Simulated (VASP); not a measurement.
# MgCd5Se6 (P-3m1) in VASP: single point with PBE

Aim: the single point of MgCd5Se6 with PBE.

Everything below comes from runs of VASP 6.6.1. Logs are shortened: lines on timing, memory, paths and dates and some standing lists are left out, and cuts for length are marked.

### 1 The cell of the first run

Symmetry: P-3m1, No. 164, trigonal system. The conventional cell has a = 4.031 Å, b = 4.031 Å, c = 19.767 Å, α = 90.00°, β = 90.00°, γ = 120.00°. Within 3.7 Å of Mg (site symmetry -3m) lie 6 Se at 2.79 Å. Within 3.8 Å of Cd (site symmetry 3m) lie 6 Se at 2.86 Å. Within 3.8 Å of Cd (site symmetry 3m) lie 6 Se at 2.86 to 2.87 Å. Within 3.8 Å of Cd (site symmetry -3m) lie 6 Se at 2.86 Å. Within 3.7 Å of Se (site symmetry 3m) lie 3 Mg at 2.79 Å and 3 Cd at 2.87 Å. Se (site symmetry 3m) has 6 Cd at 2.86 Å within 3.8 Å. Se (site symmetry 3m) has 6 Cd at 2.86 Å within 3.8 Å.

### 2 Single point, PBE

Input file INCAR:

```
  PREC = Accurate
  ENCUT = 520
  EDIFF = 1E-6
  ISMEAR = 0
  SIGMA = 0.1
  LREAL = False
  LASPH = True
  NELM = 80
  ALGO = Normal
  ISIF = 2
  LWAVE = False
  LCHARG = False
  GGA = PE
  NBANDS = 61
```

Input file KPOINTS:

```
Automatic mesh
0
Gamma
  12 12 2
```

Input file POSCAR:

```
MgCd5Se6
1.0
    4.0306836053      0.0000000000      0.0000000000
   -2.0153418027      3.4906743968      0.0000000000
    0.0000000000      0.0000000000     19.7671596258
Mg Cd Se
1 5 6
Direct
    0.0000000000      0.0000000000      0.5000000000
    0.3333333333      0.6666666667      0.1685778289
    0.6666666667      0.3333333333      0.3370463842
    0.3333333333      0.6666666667      0.6629536158
    0.6666666667      0.3333333333      0.8314221711
    0.0000000000      0.0000000000      0.0000000000
    0.3333333333      0.6666666667      0.4220423707
    0.6666666667      0.3333333333      0.5779576293
    0.0000000000      0.0000000000      0.7470317309
    0.3333333333      0.6666666667      0.9156865258
    0.6666666667      0.3333333333      0.0843134742
    0.0000000000      0.0000000000      0.2529682691
```

Potentials or basis: VASP PAW PBE potentials, release 64 (Mg, Cd, Se).

Started as:

```
cat potpaw_PBE.64/Mg/POTCAR potpaw_PBE.64/Cd/POTCAR potpaw_PBE.64/Se/POTCAR > POTCAR
mpirun -np 1 vasp_std > vasp.out
```

OUTCAR:

```text
PREC = Accurate
   ENCUT = 520
   EDIFF = 1E-6
   ISMEAR = 0
   LREAL = False
   LASPH = True
   NELM = 80
   ISIF = 2
   GGA = PE

 ion  position               nearest neighbor table
   1  0.000  0.000  0.500-   7 2.79   8 2.79   8 2.79   7 2.79   8 2.79   7 2.79
   2  0.333  0.667  0.169-  11 2.86  11 2.86  11 2.86  12 2.86  12 2.86  12 2.86
   3  0.667  0.333  0.337-  12 2.86  12 2.86  12 2.86   7 2.87   7 2.87   7 2.87
   4  0.333  0.667  0.663-   9 2.86   9 2.86   9 2.86   8 2.87   8 2.87   8 2.87
   5  0.667  0.333  0.831-  10 2.86  10 2.86  10 2.86   9 2.86   9 2.86   9 2.86
   6  0.000  0.000  0.000-  10 2.86  11 2.86  11 2.86  10 2.86  11 2.86  10 2.86
   7  0.333  0.667  0.422-   1 2.79   1 2.79   1 2.79   3 2.87   3 2.87   3 2.87
   8  0.667  0.333  0.578-   1 2.79   1 2.79   1 2.79   4 2.87   4 2.87   4 2.87
   9  0.000  0.000  0.747-   4 2.86   4 2.86   4 2.86   5 2.86   5 2.86   5 2.86
  10  0.333  0.667  0.916-   5 2.86   5 2.86   5 2.86   6 2.86   6 2.86   6 2.86
  11  0.667  0.333  0.084-   2 2.86   2 2.86   2 2.86   6 2.86   6 2.86   6 2.86
  12  0.000  0.000  0.253-   3 2.86   3 2.86   3 2.86   2 2.86   2 2.86   2 2.86

  LATTYP: Found a hexagonal cell.
 ALAT       =     4.0306836053
 C/A-ratio  =     4.9041704985

  Lattice vectors:

 A1 = (   4.0306836053,   0.0000000000,   0.0000000000)
 A2 = (  -2.0153418027,   3.4906743968,   0.0000000000)
 A3 = (   0.0000000000,   0.0000000000,  19.7671596258)

Analysis of symmetry for initial positions (statically):
=====================================================================
 Subroutine PRICEL returns:
 Original cell was already a primitive cell.

 Routine SETGRP: Setting up the symmetry group for a
 hexagonal supercell.

 Subroutine GETGRP returns: Found 12 space group operations
 (whereof 12 operations were pure point group operations)
 out of a pool of 24 trial point group operations.

The static configuration has the point symmetry D_3d.

Analysis of symmetry for dynamics (positions and initial velocities):
=====================================================================
 Subroutine PRICEL returns:
 Original cell was already a primitive cell.

 Routine SETGRP: Setting up the symmetry group for a
 hexagonal supercell.

 Subroutine GETGRP returns: Found 12 space group operations
 (whereof 12 operations were pure point group operations)
 out of a pool of 24 trial point group operations.

The dynamic configuration has the point symmetry D_3d.

 Subroutine INISYM returns: Found 12 space group operations
 (whereof 12 operations are pure point group operations),
 and found     1 'primitive' translations

----------------------------------------------------------------------------------------

                                     Primitive cell

  volume of cell :     278.1201

  direct lattice vectors                    reciprocal lattice vectors
     4.030683605  0.000000000  0.000000000     0.248096873  0.143238797  0.000000000
    -2.015341803  3.490674397  0.000000000     0.000000000  0.286477593  0.000000000
     0.000000000  0.000000000 19.767159626     0.000000000  0.000000000  0.050588958

  length of vectors
     4.030683605  4.030683605 19.767159626     0.286477593  0.286477593  0.050588958

  position of ions in fractional coordinates (direct lattice)
     0.000000000  0.000000000  0.500000000
     0.333333333  0.666666667  0.168577829
     0.666666667  0.333333333  0.337046384
     0.333333333  0.666666667  0.662953616
     0.666666667  0.333333333  0.831422171
     0.000000000  0.000000000  0.000000000
     0.333333333  0.666666667  0.422042371
     0.666666667  0.333333333  0.577957629
     0.000000000  0.000000000  0.747031731
     0.333333333  0.666666667  0.915686526
     0.666666667  0.333333333  0.084313474
     0.000000000  0.000000000  0.252968269

  ion indices of the primitive-cell ions
   primitive index   ion index
                 1           1
                 2           2
                 3           3
                 4           4
                 5           5
                 6           6
                 7           7
                 8           8
                 9           9
                10          10
                11          11
                12          12

----------------------------------------------------------------------------------------

 KPOINTS: Automatic mesh

Automatic generation of k-mesh.
 Grid dimensions read from file:
 generate k-points for:   12   12    2

 Generating k-lattice:

  Cartesian coordinates                     Fractional coordinates (reciprocal lattice)
     0.020674739  0.011936566  0.000000000     0.083333333 -0.000000000  0.000000000
     0.000000000  0.023873133  0.000000000     0.000000000  0.083333333  0.000000000
     0.000000000  0.000000000  0.025294479     0.000000000  0.000000000  0.500000000

  Length of vectors
     0.023873133  0.023873133  0.025294479

  Shift w.r.t. Gamma in fractional coordinates (k-lattice)
     0.000000000  0.000000000  0.000000000

 Subroutine IBZKPT returns following result:
 ===========================================

 Found     38 irreducible k-points:

 Following reciprocal coordinates:
            Coordinates               Weight
  0.000000  0.000000  0.000000      1.000000
  0.083333 -0.000000  0.000000      6.000000
  0.166667  0.000000  0.000000      6.000000
  0.250000  0.000000  0.000000      6.000000
  0.333333  0.000000  0.000000      6.000000
  0.416667 -0.000000  0.000000      6.000000
[... 16 lines left out ...]
  0.250000  0.000000  0.500000      6.000000
  0.333333  0.000000  0.500000      6.000000
 [... further k-points ...]
   k-points           NKPTS =     38   k-points in BZ     NKDIM =     38   number of bands    NBANDS=     61
   number of dos      NEDOS =    301   number of ions     NIONS =     12
   total plane-waves  NPLWV = 135000
   dimension x,y,z NGX =    30 NGY =   30 NGZ =  150
   dimension x,y,z NGXF=    60 NGYF=   60 NGZF=  300
   ions per type =               1   5   6
   NGX,Y,Z   is equivalent  to a cutoff of  12.37, 12.37, 12.62 a.u.
   NGXF,Y,Z  is equivalent  to a cutoff of  24.75, 24.75, 25.23 a.u.
 SYSTEM =  unknown system
   PREC   = accura    normal or accurate (medium, high low for compatibility)
   ISTART =      0    job   : 0-new  1-cont  2-samecut
   ICHARG =      2    charge: 1-file 2-atom 10-const
   ISPIN  =      1    spin polarized calculation?
   LNONCOLLINEAR =      F non collinear calculations
   LSORBIT =      F    spin-orbit coupling
   LASPH  =      T    aspherical Exc in radial PAW
   ENCUT  =  520.0 eV  38.22 Ry    6.18 a.u.   7.49  7.49 36.75*2*pi/ulx,y,z
   NELM   =     80;   NELMIN=  2; NELMDL= -5     # of ELM steps
   EDIFF  = 0.1E-05   stopping-criterion for ELM
   LREAL  =      F    real-space projection
   EDIFFG = 0.1E-04   stopping-criterion for IOM
   NSW    =      0    number of steps for IOM
   IBRION =     -1    ionic relax: 0-MD 1-quasi-New 2-CG
   NFREE  =      0    steps in history (QN), initial steepest desc. (CG)
   ISIF   =      2    stress and relaxation
   ISYM   =      2    0-nonsym 1-usesym 2-fastsym
   POTIM  = 0.5000    time-step for ionic-motion
   TEBEG  =    0.0;   TEEND  =   0.0 temperature during run
   PSTRESS=    0.0 pullay stress
   NELECT =      98.0000    total number of electrons
   NUPDOWN=      -1.0000    fix difference up-down
   EMIN   =  10.00;   EMAX   =-10.00  energy-range for DOS
   EFERMI =   0.00;   METHOD = LEGACY
   ISMEAR =     0;   SIGMA  =   0.10  broadening in eV -4-tet -1-fermi 0-gaus
   EFERMI_NEDOS =   21; number of points for ismear=-14 and -15
   IALGO  =     38    algorithm
   IMIX   =      4    mixing-type and parameters
     AMIX     =   0.40;   BMIX     =  1.00
     AMIX_MAG =   1.60;   BMIX_MAG =  1.00
  volume/ion in A,a.u.               =      23.18       156.40
  Fermi-wavevector in a.u.,A,eV,Ry     =   1.156306  2.185101 18.191580  1.337043
  Thomas-Fermi vector in A             =   2.292927
   LORBIT       =      0    0 simple, 1 ext, 2 COOP (PROOUT), +10 PAW based schemes
   GGA     = PE    functional components
   LHFCALC =     F    Hartree Fock is set to
   AEXX    =    0.0000 exact exchange contribution
   IVDW    =     0    specifies the selected vdW correction
   LEPSILON=     F    determine dielectric tensor
   LRPA    =     F    only Hartree local field effects (RPA)
 non-spin polarized calculation
 Gauss-broadening in eV      SIGMA  =   0.10
  energy-cutoff  :      520.00
  volume of cell :      278.12
 maximum number of plane-waves:      7543
 NGX is ok and might be reduce to    30
   NGX = 15   NGY = 15   NGZ = 73

 number of electron      98.0000026 magnetization

 Free energy of the ion-electron system (eV)
  ---------------------------------------------------
  ext. energy  EPLUGINS =         0.00000000
  ---------------------------------------------------
  free energy    TOTEN  =       -33.42219812 eV

  energy without entropy =      -33.41588537  energy(sigma->0) =      -33.41904175

 E-fermi :   2.4895     XC(G=0):  -9.9230

 val. band max:        2.4206091097   @ k =   0.1667   0.0000   0.5000
 cond. band min:       2.5195393935   @ k =   0.5000   0.0000   0.5000
 fundamental gap:      0.0989302838
 Fermi energy:         2.4894994732

 k-point     1 :       0.0000    0.0000    0.0000
  band No.  band energies     occupation
      1     -10.4793      2.00000
      2     -10.2855      2.00000
      3     -10.2729      2.00000
      4      -9.8445      2.00000
      5      -9.7955      2.00000
      6      -9.5225      2.00000
[... 53 lines left out ...]
     60       8.4770      0.00000
     61       8.4774      0.00000

 k-point     2 :       0.0833   -0.0000    0.0000
  band No.  band energies     occupation
      1     -10.4337      2.00000
      2     -10.2466      2.00000
      3     -10.2349      2.00000
      4      -9.8283      2.00000
      5      -9.7773      2.00000
      6      -9.5176      2.00000
[... 1397 lines left out ...]
     60       8.4109      0.00000
     61       8.4766      0.00000

 k-point    24 :       0.3333    0.0000    0.5000
  band No.  band energies     occupation
      1      -9.8964      2.00000
      2      -9.8426      2.00000
      3      -9.7710      2.00000
      4      -9.6749      2.00000
      5      -9.6163      2.00000
      6      -9.4316      2.00000
[... 53 lines left out ...]
     60       8.2530      0.00000
     61       8.4631      0.00000

 [... further k-points ...]
[... 5 lines left out ...]
  --------------------------------------------------------------------------------------
  -------------------------------------------------------------------------------------
  Total        0.4702999      0.4702999      0.4913129     -0.0000000     -0.0000000      0.0000000
  in kB        2.7092755      2.7092755      2.8303261     -0.0000000     -0.0000000      0.0000000
  external PRESSURE =       2.7496257 kB  Pullay stress =       0.0000000 kB

 VOLUME and BASIS-vectors are now :
 -----------------------------------------------------------------------------
  energy-cutoff  :      520.00
  volume of cell :      278.12
      direct lattice vectors                 reciprocal lattice vectors
     4.030683605  0.000000000  0.000000000     0.248096873  0.143238797  0.000000000
    -2.015341803  3.490674397  0.000000000     0.000000000  0.286477593  0.000000000
     0.000000000  0.000000000 19.767159626     0.000000000  0.000000000  0.050588958

 POSITION                                       TOTAL-FORCE (eV/Angst)
 -----------------------------------------------------------------------------------
      0.00000      0.00000      9.88358        -0.000000      0.000000     -0.000000
     -0.00000      2.32712      3.33230         0.000000      0.000000     -0.000258
      2.01534      1.16356      6.66245        -0.000000      0.000000      0.000809
     -0.00000      2.32712     13.10471         0.000000      0.000000     -0.000809
      2.01534      1.16356     16.43485        -0.000000     -0.000000      0.000258
      0.00000      0.00000      0.00000        -0.000000      0.000000     -0.000000
     -0.00000      2.32712      8.34258        -0.000000      0.000000      0.036336
      2.01534      1.16356     11.42458         0.000000     -0.000000     -0.036336
      0.00000      0.00000     14.76670         0.000000     -0.000000     -0.000226
     -0.00000      2.32712     18.10052        -0.000000      0.000000     -0.000336
      2.01534      1.16356      1.66664        -0.000000     -0.000000      0.000336
      0.00000      0.00000      5.00046        -0.000000      0.000000      0.000226
 -----------------------------------------------------------------------------------
    total drift:                               -0.000000      0.000000     -0.000000

  FREE ENERGIE OF THE ION-ELECTRON SYSTEM (eV)
  ---------------------------------------------------
  free  energy   TOTEN  =       -33.4221981235 eV

  energy  without entropy=      -33.4158853705  energy(sigma->0) =      -33.41904175
```

Run time: 23 min. Hardware: 1 thread of Intel Xeon 8259CL, shared host; peak memory 0.69 GiB.

Results:

| Property | Result |
| --- | --- |
| Free energy | -33.4222 eV |
| Pressure | 0.3 GPa |
| Largest force | 0.036 eV/Å |
| Band gap on the k mesh | zero (bands 49 and 50 overlap by 0.10 eV) |

Forces on the atoms (eV/Å):
```
Mg   0.000  0.000  0.000
Cd   0.000  0.000  0.000
Cd   0.000  0.000  0.001
Cd   0.000  0.000 -0.001
Cd   0.000  0.000  0.000
Cd   0.000  0.000  0.000
Se   0.000  0.000  0.036
Se   0.000  0.000 -0.036
Se   0.000  0.000  0.000
Se   0.000  0.000  0.000
Se   0.000  0.000  0.000
Se   0.000  0.000  0.000
```

Caveat: semilocal functionals underestimate gaps, and a narrow one can read as zero.

The gap in the log of VASP goes by the Fermi energy; the results here count the filled bands.